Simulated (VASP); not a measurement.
Wanted: the native input for a VASP 6.6.1 run.

* Task: single point
* Functional: PBE
* Potentials or basis: VASP PAW PBE potentials, release 64 (Be)
* Cutoff: 520 eV
* k mesh: 20 × 20 × 12
* Occupations: gaussian, width 0.05 eV
* Spin: non-collinear spin, zero start, spin-orbit coupling
* Starting moments: [[0.0, 0.0, 0.0], [0.0, 0.0, 0.0]] μB
* Dipole correction: no
* k mesh for the DOS: 30 × 30 × 18
* Occupations for the DOS: tetrahedron
* Further INCAR settings: ALGO = Fast; EDIFF = 1e-06; NBANDS = 16

The system is Be.

```
Be
1.0
     2.26708    0.00000    0.00000
    -1.13354    1.96335    0.00000
     0.00000    0.00000    3.55263
Be
2
Cartesian
  0.0000 1.3089 2.6645
  1.1335 0.6545 0.8882
```

One way to write it, as run:

POSCAR

```
Be
1.0
    2.2670826279      0.0000000000      0.0000000000
   -1.1335413140      1.9633511483      0.0000000000
    0.0000000000      0.0000000000      3.5526265268
Be
2
Direct
    0.3333333333      0.6666666667      0.7500000000
    0.6666666667      0.3333333333      0.2500000000
```

INCAR.step1

```
SYSTEM = Be
ALGO     = Fast           ! electronic algorithm
EDIFF    = 1E-6           ! SCF threshold, eV
ENCUT    = 520            ! plane-wave cutoff, eV
GGA      = PE             ! functional
GGA_COMPAT= .False.      
ISIF     = 2              ! what is computed and relaxed
ISMEAR   = 0              ! smearing method
LASPH    = .True.         ! aspherical terms in the spheres
LCHARG   = .True.         ! write CHGCAR
LORBMOM  = .True.       
LREAL    = .False.        ! projectors in reciprocal space
LSORBIT  = .True.         ! spin-orbit coupling
LWAVE    = .False.        ! write WAVECAR
MAGMOM   = 0 0 0 0 0 0    ! initial moments
NBANDS   = 16             ! bands
NELM     = 150            ! most SCF steps
PREC     = Accurate       ! precision mode
SIGMA    = 0.05           ! smearing width, eV
```

KPOINTS.step1

```
k-points
0
Gamma
  20 20 12
  0 0 0
```

INCAR.step2

```
SYSTEM = Be
ALGO     = Fast           ! electronic algorithm
EDIFF    = 1E-6           ! SCF threshold, eV
ENCUT    = 520            ! plane-wave cutoff, eV
GGA      = PE             ! functional
GGA_COMPAT= .False.      
ICHARG   = 11             ! starting density
ISIF     = 2              ! what is computed and relaxed
ISMEAR   = -5             ! smearing method
LASPH    = .True.         ! aspherical terms in the spheres
LCHARG   = .False.        ! write CHGCAR
LORBIT   = 11             ! projections on sites
LORBMOM  = .True.       
LREAL    = .False.        ! projectors in reciprocal space
LSORBIT  = .True.         ! spin-orbit coupling
LWAVE    = .False.        ! write WAVECAR
MAGMOM   = 0 0 0 0 0 0    ! initial moments
NBANDS   = 16             ! bands
NEDOS    = 2001           ! points of the DOS
NELM     = 150            ! most SCF steps
PREC     = Accurate       ! precision mode
SIGMA    = 0.05           ! smearing width, eV
```

KPOINTS.step2

```
k-points
0
Gamma
  30 30 18
  0 0 0
```

Potentials or basis: VASP PAW PBE potentials, release 64 (Be).

Run with:

```bash
$ cat potpaw_PBE.64/Be/POTCAR > POTCAR
$ cp INCAR.step1 INCAR
$ cp KPOINTS.step1 KPOINTS
$ mpirun -np 1 vasp_ncl > vasp.out
$ cp INCAR.step2 INCAR
$ cp KPOINTS.step2 KPOINTS
$ mpirun -np 1 vasp_ncl > vasp.out
```

Results of the run:

| Property | Result |
| --- | --- |
| Net moment | 0.00 μB per cell |
| Valence electrons inside the program's atomic spheres | Be 1.17 |

Wall time 3.6 min on 1 thread of Intel(R) Xeon(R) Platinum 8559C (Emerald Rapids), on a shared host, peak memory 0.42 GiB.
